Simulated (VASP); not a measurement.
Write the native input for VASP 6.6.1 that does the following.

| Property | Result |
| --- | --- |
| Task | single point |
| Functional | PBEsol |
| Potentials or basis | VASP PAW PBE potentials, release 64 (Sn_d, O) |
| Cutoff | 520 eV |
| k mesh | 8 × 5 × 3 |
| Occupations | gaussian, width 0.05 eV |
| Spin | no spin polarisation |
| Dipole correction | no |
| Further INCAR settings | ALGO = Normal; EDIFF = 1e-06; NBANDS = 72 |

The structure of SnO lies in POSCAR:

```
SnO
1.0
   -3.3156086772      0.0000000000      0.0000000000
    0.0000000000     -5.7050005398      0.0000000000
    0.0000000000     -0.9510235900     11.6824937061
Sn O
6 6
Direct
    0.0000000000      0.6189005186      0.8836914207
    0.0000000000      0.7300338519      0.2170247540
    0.0000000000      0.6744671852      0.5503580874
    0.5000000000      0.1142600951      0.7170247540
    0.5000000000      0.2253934284      0.0503580874
    0.5000000000      0.1698267618      0.3836914207
    0.0000000000     -0.0436508789      0.9495755793
    0.0000000000      0.0674824545      0.2829089126
    0.0000000000      0.0119157878      0.6162422460
    0.5000000000      0.7548457141      0.7829089126
    0.5000000000      0.8659790474      0.1162422460
    0.5000000000      0.8104123807      0.4495755793
```

The input as run:

INCAR

```
ALGO = Normal ; EDIFF = 1E-6
ENCUT = 520 ; GGA = PS
ISIF = 2 ; ISMEAR = 0
LASPH = T ; LCHARG = T
LELF = T ; LREAL = F
LVHAR = T ; LWAVE = F
NBANDS = 72 ; NELM = 80
PREC = Accurate ; SIGMA = 0.05
```

KPOINTS

```
k-points
0
Gamma
  8 5 3
```

Potentials or basis: VASP PAW PBE potentials, release 64 (Sn_d, O).

The run is started by

```bash
$ cat potpaw_PBE.64/Sn_d/POTCAR potpaw_PBE.64/O/POTCAR > POTCAR
$ mpirun -np 1 vasp_std > vasp.out
```

Results of the run:

| Property | Result |
| --- | --- |
| Pressure | -2.1 GPa |
| Largest force | 3.276 eV/Å |
| Band gap on the k mesh | 0.31 eV (least direct gap 0.69 eV) |

Caveat: the PAW data sets were made with another functional, which shifts forces and pressure a little; spin-orbit coupling is left out, which moves the levels of the heavy elements; an odd mesh through Γ misses points on the zone boundary, where band edges can lie.

Wall time 16 min on 1 thread of Oxide Virtual Turin-like Processor, with other jobs on the host, peak memory 0.57 GiB.
